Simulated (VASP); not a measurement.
# MgO (Pm) in VASP: a series of runs, part 2 of 2

VASP 6.6.1. The steps go on from the part before.

## Step 4: Single point, LDA (all Mg atoms moved +0.037 Å, as atom 1 along Cartesian [1 1 0])

File INCAR:

```
ALGO = Normal
EDIFF = 1E-6
ENCUT = 520
ISIF = 2
ISMEAR = 0
LASPH = True
LCHARG = True
LELF = True
LREAL = False
LVHAR = True
LWAVE = False
NBANDS = 16
NELM = 80
PREC = Accurate
SIGMA = 0.05
```

File KPOINTS:

```
k-points
0
Gamma
  6 6 6
```

File POSCAR:

```
MgO
1.0
    3.4863778627      0.0000000000      0.0000000000
   -1.7431889314      3.0192917963      0.0000000000
    0.0000000000      0.0000000000      4.1780412200
Mg O
2 2
Direct
    0.6786635921      0.3421156923      0.7500000000
    0.3453302587      0.6754490256      0.2500000000
    0.6666666667      0.3333333333      0.2500000000
    0.3333333333      0.6666666667      0.7500000000
```

Started as:

```
$ cat potpaw_LDA.64/Mg/POTCAR potpaw_LDA.64/O/POTCAR > POTCAR
$ mpirun -np 1 vasp_std > vasp.out
```

It took 37 s on 1 thread of Intel Xeon Platinum 8259CL at 2.50GHz (Skylake/Cascade Lake), shared host; peak memory 0.18 GiB.

Results (log left out):

| Property | Result |
| --- | --- |
| Free energy | -26.4847 eV |
| Pressure | -5.6 GPa |
| Largest force | 0.337 eV/Å |
| Band gap on the k mesh | 3.33 eV, direct |

Forces on the atoms (eV/Å):
```
Mg  -0.248 -0.228  0.000
Mg  -0.207 -0.228  0.000
O    0.207  0.228  0.000
O    0.249  0.228  0.000
```

Stress tensor (GPa, compression positive):
```
-5.53  0.08  0.00
 0.08 -5.53  0.00
 0.00  0.00 -5.81
```

Levels at points of the mesh, in eV from the valence-band top:
```csv
k point,band 4,band 5,band 6,band 7,band 8,band 9,band 10,band 11,band 12,band 13
"(0.00, 0.00, 0.00)",-1.76,-1.76,-0.81,-0.81,0.00,3.33,9.23,12.07,12.26,12.26
"(0.50, 0.00, 0.00)",-2.41,-2.38,-1.99,-1.33,-0.52,6.82,8.92,9.67,11.84,12.73
"(0.00, 0.50, 0.00)",-2.41,-2.38,-1.99,-1.33,-0.52,6.82,8.92,9.66,11.84,12.74
"(0.50, 0.50, 0.00)",-2.41,-2.38,-1.99,-1.33,-0.52,6.82,8.92,9.66,11.84,12.74
"(0.00, 0.00, 0.50)",-2.46,-1.34,-1.34,-1.27,-1.27,6.34,6.34,12.59,12.60,12.64
"(0.50, 0.00, 0.50)",-3.94,-1.60,-1.53,-0.84,-0.82,7.13,7.16,11.71,11.83,13.83
"(0.00, 0.50, 0.50)",-3.94,-1.59,-1.54,-0.84,-0.83,7.13,7.16,11.73,11.81,13.83
"(0.50, 0.50, 0.50)",-3.95,-1.57,-1.55,-0.83,-0.83,7.14,7.15,11.75,11.79,13.83
```

Caveat: the cell differs from its parent crystal (all Mg atoms moved +0.037 Å, as atom 1 along Cartesian [1 1 0]).

## Step 5: Single point, LDA (all Mg atoms moved +0.013 Å, as atom 1 along Cartesian [1 1 0])

File INCAR:

```
PREC = Accurate
ENCUT = 520
EDIFF = 1E-6
ISMEAR = 0
SIGMA = 0.05
LREAL = F
LASPH = T
NELM = 80
ALGO = Normal
ISIF = 2
LWAVE = F
LCHARG = F
GGA = CA
NBANDS = 16
```

File KPOINTS:

```
regular mesh
0
Gamma
  6 6 6
```

Changes to POSCAR since step 4:

```diff
@@ -8,4 +8,4 @@
 Direct
-    0.6786635921      0.3421156923      0.7500000000
-    0.3453302587      0.6754490256      0.2500000000
+    0.6706656418      0.3362607863      0.7500000000
+    0.3373323085      0.6695941196      0.2500000000
     0.6666666667      0.3333333333      0.2500000000
```

Potentials or basis: VASP PAW LDA potentials, release 64 (Mg, O).

Started as:

```
$ cat potpaw_LDA.64/Mg/POTCAR potpaw_LDA.64/O/POTCAR > POTCAR
$ mpirun -np 1 vasp_std > vasp.out
```

OUTCAR:

```text
PREC = Accurate
   ENCUT = 520
   EDIFF = 1E-6
   ISMEAR = 0
   LREAL = F
   LASPH = T
   NELM = 80
   ISIF = 2
   GGA = CA

 ion  position               nearest neighbor table
   1  0.671  0.336  0.750-   4 2.00   4 2.02   4 2.02   3 2.09   3 2.09   2 2.90   2 2.90   2 2.90
                             2 2.90   2 2.90   2 2.90
   2  0.337  0.670  0.250-   3 2.00   3 2.01   3 2.02   4 2.09   4 2.09   1 2.90   1 2.90   1 2.90
                             1 2.90   1 2.90   1 2.90
   3  0.667  0.333  0.250-   2 2.00   2 2.01   2 2.02   1 2.09   1 2.09
   4  0.333  0.667  0.750-   1 2.00   1 2.02   1 2.02   2 2.09   2 2.09

  LATTYP: Found a hexagonal cell.
 ALAT       =     3.4863778627
 C/A-ratio  =     1.1983902447

  Lattice vectors:

 A1 = (   3.4863778627,   0.0000000000,   0.0000000000)
 A2 = (  -1.7431889314,   3.0192917963,   0.0000000000)
 A3 = (   0.0000000000,   0.0000000000,   4.1780412200)

Analysis of symmetry for initial positions (statically):
=====================================================================
 Subroutine PRICEL returns:
 Original cell was already a primitive cell.

 Routine SETGRP: Setting up the symmetry group for a
 hexagonal supercell.

 Subroutine GETGRP returns: Found  2 space group operations
 (whereof  1 operations were pure point group operations)
 out of a pool of 24 trial point group operations.

The static configuration has the point symmetry C_1 .
 The point group associated with its full space group is C_1h.

Analysis of symmetry for dynamics (positions and initial velocities):
=====================================================================
 Subroutine PRICEL returns:
 Original cell was already a primitive cell.

 Routine SETGRP: Setting up the symmetry group for a
 hexagonal supercell.

[... 127 lines left out ...]
   IMIX   =      4    mixing-type and parameters
     AMIX     =   0.40;   BMIX     =  1.00
     AMIX_MAG =   1.60;   BMIX_MAG =  1.00
  volume/ion in A,a.u.               =      10.99        74.20
  Fermi-wavevector in a.u.,A,eV,Ry     =   1.168685  2.208494 18.583167  1.365824
  Thomas-Fermi vector in A             =   2.305168
   LORBIT       =      0    0 simple, 1 ext, 2 COOP (PROOUT), +10 PAW based schemes
   GGA     = CA    functional components
   LHFCALC =     F    Hartree Fock is set to
   AEXX    =    0.0000 exact exchange contribution
   IVDW    =     0    specifies the selected vdW correction
   LEPSILON=     F    determine dielectric tensor
   LRPA    =     F    only Hartree local field effects (RPA)
 non-spin polarized calculation
 Gauss-broadening in eV      SIGMA  =   0.05
  energy-cutoff  :      520.00
  volume of cell :       43.98
 maximum number of plane-waves:      1204
 NGX is ok and might be reduce to    28
   NGX = 13   NGY = 13   NGZ = 15

 number of electron      15.9999999 magnetization

 Free energy of the ion-electron system (eV)
  ---------------------------------------------------
  ext. energy  EPLUGINS =         0.00000000
  ---------------------------------------------------
  free energy    TOTEN  =       -26.49539940 eV

  energy without entropy =      -26.49539940  energy(sigma->0) =      -26.49539940

 E-fermi :   1.9013     XC(G=0): -10.6012

 val. band max:        1.6799821415   @ k =   0.0000   0.0000   0.0000
 cond. band min:       5.0139604673   @ k =   0.0000   0.0000   0.0000
 fundamental gap:      3.3339783258
 Fermi energy:         1.9012906209

 k-point     1 :       0.0000    0.0000    0.0000
  band No.  band energies     occupation
      1     -14.9787      2.00000
      2     -13.5043      2.00000
      3      -2.0257      2.00000
      4      -0.0804      2.00000
      5      -0.0803      2.00000
      6       0.8686      2.00000
[... 433 lines left out ...]
      3      -1.8048      2.00000
      4      -0.4139      2.00000
      5      -0.2026      2.00000
      6       0.0974      2.00000
[... 8 lines left out ...]
     15      15.9502      0.00000
     16      16.7494      0.00000

 [... further k-points ...]

------------------------ aborting loop because EDIFF is reached ----------------------------------------

  FORCE on cell =-STRESS in cart. coord.  units (eV):
  Direction    XX          YY          ZZ          XY          YZ          ZX
  --------------------------------------------------------------------------------------
  -------------------------------------------------------------------------------------
  Total       -1.5670159     -1.5670223     -1.5862983      0.0024299      0.0000000      0.0000000
  in kB      -57.0862789    -57.0865104    -57.7887336      0.0885226      0.0000000      0.0000000
  external PRESSURE =     -57.3205077 kB  Pullay stress =       0.0000000 kB

 VOLUME and BASIS-vectors are now :
 -----------------------------------------------------------------------------
  energy-cutoff  :      520.00
  volume of cell :       43.98
      direct lattice vectors                 reciprocal lattice vectors
     3.486377863  0.000000000  0.000000000     0.286830642  0.165601748  0.000000000
    -1.743188931  3.019291796  0.000000000     0.000000000  0.331203497  0.000000000
     0.000000000  0.000000000  4.178041220     0.000000000  0.000000000  0.239346609

 POSITION                                       TOTAL-FORCE (eV/Angst)
 -----------------------------------------------------------------------------------
      1.75203      1.01527      3.13353        -0.077833     -0.075556      0.000000
      0.00884      2.02170      1.04451        -0.073280     -0.075558      0.000000
      1.74319      1.00643      1.04451         0.073229      0.075557      0.000000
     -0.00000      2.01286      3.13353         0.077883      0.075556      0.000000
 -----------------------------------------------------------------------------------
    total drift:                                0.000068      0.000068     -0.000000

  FREE ENERGIE OF THE ION-ELECTRON SYSTEM (eV)
  ---------------------------------------------------
  free  energy   TOTEN  =       -26.4953993963 eV

  energy  without entropy=      -26.4953993963  energy(sigma->0) =      -26.49539940
```

Wall time 35 s (1 thread of Intel Xeon Platinum 8259CL at 2.50GHz (Skylake/Cascade Lake), shared host); peak memory 0.18 GiB.

Results:

```
Free energy            : -26.4954 eV
Pressure               : -5.7 GPa
Largest force          : 0.109 eV/Å
Band gap on the k mesh : 3.33 eV, direct
```

Forces on the atoms (eV/Å):
```
Mg  -0.078 -0.076  0.000
Mg  -0.073 -0.076  0.000
O    0.073  0.076  0.000
O    0.078  0.076  0.000
```

Caveat: the cell differs from its parent crystal (all Mg atoms moved +0.013 Å, as atom 1 along Cartesian [1 1 0]).
